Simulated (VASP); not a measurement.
A run of VASP 6.6.1 is set up as follows.

Contents of POSCAR:

```
ZnS
1.0
    3.9207141637      0.0000000000      0.0000000000
   -1.9603570819      3.3954380668      0.0000000000
    0.0000000000      0.0000000000      6.4321469233
Zn S
2 2
Direct
    0.3333333333      0.6666666667      0.0000515371
    0.6666666667      0.3333333333      0.5000515371
    0.3333333333      0.6666666667      0.3749484629
    0.6666666667      0.3333333333      0.8749484629
```

File INCAR.step1:

```
SYSTEM = ZnS
PREC = Accurate ; ENCUT = 520
ISMEAR = 0 ; SIGMA = 0.02
LREAL = .FALSE. ; LASPH = .TRUE.
NELM = 100 ; NBANDS = 26
GGA = PE ; ALGO = Normal
EDIFF = 1E-4 ; LWAVE = .TRUE.
LCHARG = .FALSE.
```

INCAR.step2

```
SYSTEM = ZnS
PREC = Accurate ; ENCUT = 520
EDIFF = 1E-6 ; ISMEAR = 0
SIGMA = 0.02 ; LREAL = .FALSE.
LASPH = .TRUE. ; NELM = 100
ALGO = Normal ; ISIF = 2
LWAVE = .FALSE. ; LCHARG = .FALSE.
METAGGA = R2SCAN ; LMIXTAU = .TRUE.
NBANDS = 26 ; ISTART = 1
```

Contents of KPOINTS:

```
regular mesh
0
G
  6 6 4
  0 0 0
```

Potentials or basis: VASP PAW PBE potentials, release 64 (Zn, S).

Launch:

```bash
$ cat potpaw_PBE.64/Zn/POTCAR potpaw_PBE.64/S/POTCAR > POTCAR
$ cp INCAR.step1 INCAR
$ mpirun -np 1 vasp_std > vasp.out
$ cp INCAR.step2 INCAR
$ mpirun -np 1 vasp_std > vasp.out
```

**Question.** Predict the pressure.

**Answer.** -5.7 GPa.

**Question.** What does it give for the band gap on the k mesh?

**Answer.** 2.37 eV.

Stress tensor (GPa, compression positive):
```
-5.69  0.00  0.00
 0.00 -5.69  0.00
 0.00  0.00 -5.83
```

Caveat: the cell differs from its parent crystal (equal strain along all axes, cell held: +3.0 %, then relaxed in part); the cell stands under tension; the PAW data sets were made with another functional, which shifts forces and pressure a little.
